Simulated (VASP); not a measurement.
# ZnO (Fm-3m) in VASP: single point with PBEsol

Aim: the single point of ZnO with PBEsol.

Program: VASP 6.6.1. These are calculated values, not measurements. Logs are shortened: lines on timing, memory, paths and dates and some standing lists are left out, and cuts for length are marked.

## Step 1: The cell of the first run

The structure is cubic, space group Fm-3m (No. 225). The conventional cell has a = 4.237 Å, b = 4.237 Å, c = 4.237 Å, α = 90.00°, β = 90.00°, γ = 90.00°. Within 2.8 Å of Zn (site symmetry m-3m) lie 6 O at 2.12 Å. Within 2.8 Å of O (site symmetry m-3m) lie 6 Zn at 2.12 Å.

## Step 2: Single point, PBEsol (Mg replaced by Zn, lengths x 0.945, strained)

File INCAR:

```
SYSTEM = ZnO
  PREC = Accurate
  ENCUT = 1340
  EDIFF = 1E-6
  ISMEAR = 0
  SIGMA = 0.1
  LREAL = .FALSE.
  LASPH = .TRUE.
  NELM = 120
  ALGO = Normal
  ISIF = 2
  LWAVE = .FALSE.
  LCHARG = .TRUE.
  GGA = PS
  LELF = .TRUE.
  LVHAR = .TRUE.
  NBANDS = 16
  GGA_COMPAT = .FALSE.
```

File KPOINTS:

```
regular mesh
0
G
  8 8 8
  0 0 0
```

File POSCAR:

```
ZnO
1.0
    0.0000000000      2.1183190767      2.1183190767
    2.1183190767      0.0000000000      2.1183190767
    2.1183190767      2.1183190767      0.0000000000
Zn O
1 1
Direct
    0.0000000000      0.0000000000      0.0000000000
    0.5000000000      0.5000000000      0.5000000000
```

Potentials or basis: VASP PAW PBE potentials, release 64 (Zn, O_h).

On the command line:

```sh
$ cat potpaw_PBE.64/Zn/POTCAR potpaw_PBE.64/O_h/POTCAR > POTCAR
$ mpirun -np 1 vasp_std > vasp.out
```

OUTCAR:

```text
SYSTEM = ZnO
   PREC = Accurate
   ENCUT = 1340
   EDIFF = 1E-6
   ISMEAR = 0
   LREAL = .FALSE.
   LASPH = .TRUE.
   NELM = 120
   ISIF = 2
   GGA = PS

 ion  position               nearest neighbor table
   1  0.000  0.000  0.000-   2 2.12   2 2.12   2 2.12   2 2.12   2 2.12   2 2.12
   2  0.500  0.500  0.500-   1 2.12   1 2.12   1 2.12   1 2.12   1 2.12   1 2.12

  LATTYP: Found a face centered cubic cell.
 ALAT       =     4.2366381534

  Lattice vectors:

 A1 = (   0.0000000000,   2.1183190767,   2.1183190767)
 A2 = (   2.1183190767,   0.0000000000,   2.1183190767)
 A3 = (   2.1183190767,   2.1183190767,   0.0000000000)

Analysis of symmetry for initial positions (statically):
=====================================================================
 Subroutine PRICEL returns:
 Original cell was already a primitive cell.

 Routine SETGRP: Setting up the symmetry group for a
 face centered cubic supercell.

 Subroutine GETGRP returns: Found 48 space group operations
 (whereof 48 operations were pure point group operations)
 out of a pool of 48 trial point group operations.

The static configuration has the point symmetry O_h .

Analysis of symmetry for dynamics (positions and initial velocities):
=====================================================================
 Subroutine PRICEL returns:
 Original cell was already a primitive cell.

 Routine SETGRP: Setting up the symmetry group for a
 face centered cubic supercell.

 Subroutine GETGRP returns: Found 48 space group operations
 (whereof 48 operations were pure point group operations)
 out of a pool of 48 trial point group operations.

The dynamic configuration has the point symmetry O_h .

 Subroutine INISYM returns: Found 48 space group operations
 (whereof 48 operations are pure point group operations),
 and found     1 'primitive' translations

----------------------------------------------------------------------------------------

                                     Primitive cell

  volume of cell :      19.0110

  direct lattice vectors                    reciprocal lattice vectors
     0.000000000  2.118319077  2.118319077    -0.236036207  0.236036207  0.236036207
     2.118319077  0.000000000  2.118319077     0.236036207 -0.236036207  0.236036207
     2.118319077  2.118319077  0.000000000     0.236036207  0.236036207 -0.236036207

  length of vectors
     2.995755568  2.995755568  2.995755568     0.408826703  0.408826703  0.408826703
[... 74 lines left out ...]
   ICHARG =      2    charge: 1-file 2-atom 10-const
   ISPIN  =      1    spin polarized calculation?
   LNONCOLLINEAR =      F non collinear calculations
   LSORBIT =      F    spin-orbit coupling
   LASPH  =      T    aspherical Exc in radial PAW
   ENCUT  = 1340.0 eV  98.49 Ry    9.92 a.u.   8.94  8.94  8.94*2*pi/ulx,y,z
   NELM   =    120;   NELMIN=  2; NELMDL= -5     # of ELM steps
   EDIFF  = 0.1E-05   stopping-criterion for ELM
   LREAL  =      F    real-space projection
   EDIFFG = 0.1E-04   stopping-criterion for IOM
   NSW    =      0    number of steps for IOM
   IBRION =     -1    ionic relax: 0-MD 1-quasi-New 2-CG
   NFREE  =      0    steps in history (QN), initial steepest desc. (CG)
   ISIF   =      2    stress and relaxation
   ISYM   =      2    0-nonsym 1-usesym 2-fastsym
   POTIM  = 0.5000    time-step for ionic-motion
   TEBEG  =    0.0;   TEEND  =   0.0 temperature during run
   PSTRESS=    0.0 pullay stress
   NELECT =      18.0000    total number of electrons
   NUPDOWN=      -1.0000    fix difference up-down
   EMIN   =  10.00;   EMAX   =-10.00  energy-range for DOS
   EFERMI =   0.00;   METHOD = LEGACY
   ISMEAR =     0;   SIGMA  =   0.10  broadening in eV -4-tet -1-fermi 0-gaus
   EFERMI_NEDOS =   21; number of points for ismear=-14 and -15
   IALGO  =     38    algorithm
   IMIX   =      4    mixing-type and parameters
     AMIX     =   0.40;   BMIX     =  1.00
     AMIX_MAG =   1.60;   BMIX_MAG =  1.00
  volume/ion in A,a.u.               =       9.51        64.15
  Fermi-wavevector in a.u.,A,eV,Ry     =   1.607549  3.037828 35.160375  2.584215
  Thomas-Fermi vector in A             =   2.703560
   LORBIT       =      0    0 simple, 1 ext, 2 COOP (PROOUT), +10 PAW based schemes
   GGA     = PS    functional components
   LHFCALC =     F    Hartree Fock is set to
   AEXX    =    0.0000 exact exchange contribution
   IVDW    =     0    specifies the selected vdW correction
   LEPSILON=     F    determine dielectric tensor
   LRPA    =     F    only Hartree local field effects (RPA)
 non-spin polarized calculation
 Gauss-broadening in eV      SIGMA  =   0.10
  energy-cutoff  :     1340.00
  volume of cell :       19.01
 maximum number of plane-waves:      2148
   NGX = 17   NGY = 17   NGZ = 17

 number of electron      18.0000000 magnetization

 Free energy of the ion-electron system (eV)
  ---------------------------------------------------
  ext. energy  EPLUGINS =         0.00000000
  ---------------------------------------------------
  free energy    TOTEN  =        -9.48345532 eV

  energy without entropy =       -9.48345532  energy(sigma->0) =       -9.48345532

 E-fermi :   3.7736     XC(G=0): -12.7234

 val. band max:        3.3203145156   @ k =   0.5000   0.0000   0.0000
 cond. band min:       4.2573129748   @ k =   0.0000   0.0000   0.0000
 fundamental gap:      0.9369984592
 Fermi energy:         3.7736219195

 k-point     1 :       0.0000    0.0000    0.0000
  band No.  band energies     occupation
      1     -15.5343      2.00000
      2      -1.6008      2.00000
      3      -1.6008      2.00000
      4      -1.6008      2.00000
      5      -1.3675      2.00000
      6      -1.3675      2.00000
[... 433 lines left out ...]
      3      -2.5639      2.00000
      4      -2.4422      2.00000
      5      -1.1566      2.00000
      6      -1.1329      2.00000
[... 8 lines left out ...]
     15      25.0879      0.00000
     16      29.8292      0.00000

 [... further k-points ...]
[... 5 lines left out ...]
  --------------------------------------------------------------------------------------
  -------------------------------------------------------------------------------------
  Total        0.6018174      0.6018174      0.6018174     -0.0000000     -0.0000000      0.0000000
  in kB       50.7190588     50.7190588     50.7190588     -0.0000000     -0.0000000      0.0000000
  external PRESSURE =      50.7190588 kB  Pullay stress =       0.0000000 kB

 VOLUME and BASIS-vectors are now :
 -----------------------------------------------------------------------------
  energy-cutoff  :     1340.00
  volume of cell :       19.01
      direct lattice vectors                 reciprocal lattice vectors
     0.000000000  2.118319077  2.118319077    -0.236036207  0.236036207  0.236036207
     2.118319077  0.000000000  2.118319077     0.236036207 -0.236036207  0.236036207
     2.118319077  2.118319077  0.000000000     0.236036207  0.236036207 -0.236036207

 POSITION                                       TOTAL-FORCE (eV/Angst)
 -----------------------------------------------------------------------------------
      0.00000      0.00000      0.00000        -0.000000     -0.000000     -0.000000
      2.11832      2.11832      2.11832         0.000000      0.000000      0.000000
 -----------------------------------------------------------------------------------
    total drift:                                0.000000      0.000000      0.000000

  FREE ENERGIE OF THE ION-ELECTRON SYSTEM (eV)
  ---------------------------------------------------
  free  energy   TOTEN  =        -9.4834553220 eV

  energy  without entropy=       -9.4834553220  energy(sigma->0) =       -9.48345532
```

OSZICAR:

```text
N       E                     dE             d eps       ncg     rms          rms(c)
DAV:   1     0.164717850301E+03    0.16472E+03   -0.17132E+04   944   0.326E+03
DAV:   2     0.328862409784E+01   -0.16143E+03   -0.14452E+03  1080   0.492E+02
DAV:   3    -0.105997174518E+02   -0.13888E+02   -0.13712E+02  1032   0.117E+02
DAV:   4    -0.107506140150E+02   -0.15090E+00   -0.15079E+00  1152   0.130E+01
DAV:   5    -0.107510628846E+02   -0.44887E-03   -0.44887E-03  1080   0.760E-01    0.940E+00
DAV:   6    -0.951544790982E+01    0.12356E+01   -0.22899E+00  1416   0.478E+01    0.672E+00
DAV:   7    -0.950128334900E+01    0.14165E-01   -0.37372E-01  1120   0.106E+01    0.376E+00
DAV:   8    -0.948548067632E+01    0.15803E-01   -0.72670E-02   968   0.282E+00    0.553E-01
DAV:   9    -0.948341912063E+01    0.20616E-02   -0.40822E-03  1440   0.111E+00    0.108E-01
DAV:  10    -0.948344664977E+01   -0.27529E-04   -0.95128E-04   984   0.294E-01    0.501E-02
DAV:  11    -0.948345568542E+01   -0.90356E-05   -0.25154E-05  1136   0.614E-02    0.884E-03
DAV:  12    -0.948345532197E+01    0.36345E-06   -0.61851E-07   696   0.127E-02
   1 F= -.94834553E+01 E0= -.94834553E+01  d E =-.106152E-11
```

stdout:

```text
POSCAR found type information on POSCAR ZnO
 POSCAR found :  2 types and       2 ions
 scaLAPACK will be used
 -----------------------------------------------------------------------------
|                                                                             |
|                                                                             |
|     You enforced a specific xc type in the INCAR file but a different       |
|     I HOPE YOU KNOW WHAT YOU ARE DOING!                                     |
|                                                                             |
 -----------------------------------------------------------------------------

 LDA part: xc-table for (Slater+PW92), standard interpolation
 POSCAR, INCAR and KPOINTS ok, starting setup
 FFT: planning ... GRIDC
 FFT: planning ... GRID_SOFT
 FFT: planning ... GRID
 WAVECAR not read
 entering main loop
```

Wall time 31 s (1 thread of Intel Xeon Platinum 8259CL at 2.50GHz (Skylake/Cascade Lake), shared host); peak memory 0.22 GiB.

Results:

```
Free energy            : -9.4835 eV
Pressure               : 5.1 GPa
Band gap on the k mesh : 0.94 eV (least direct gap 2.44 eV)
```

Levels at points of the mesh, in eV from the valence-band top:
| k point | band 5 | band 6 | band 7 | band 8 | band 9 | band 10 | band 11 | band 12 | band 13 | band 14 |
| --- | --- | --- | --- | --- | --- | --- | --- | --- | --- | --- |
| (0.00, 0.00, 0.00) | -4.69 | -4.69 | -1.51 | -1.51 | -1.51 | 0.94 | 17.99 | 17.99 | 17.99 | 18.17 |
| (0.50, 0.00, 0.00) | -4.46 | -4.46 | -3.64 | 0.00 | 0.00 | 5.32 | 9.29 | 12.81 | 12.81 | 19.42 |
| (0.50, 0.50, 0.00) | -4.33 | -4.33 | -3.98 | -3.02 | -3.02 | 4.24 | 10.74 | 11.14 | 15.58 | 15.58 |

Caveat: the cell differs from its parent crystal (Mg replaced by Zn, lengths x 0.945, strained); the cell stands under pressure; the PAW data sets were made with another functional, which shifts forces and pressure a little. A k mesh can miss the band edges.
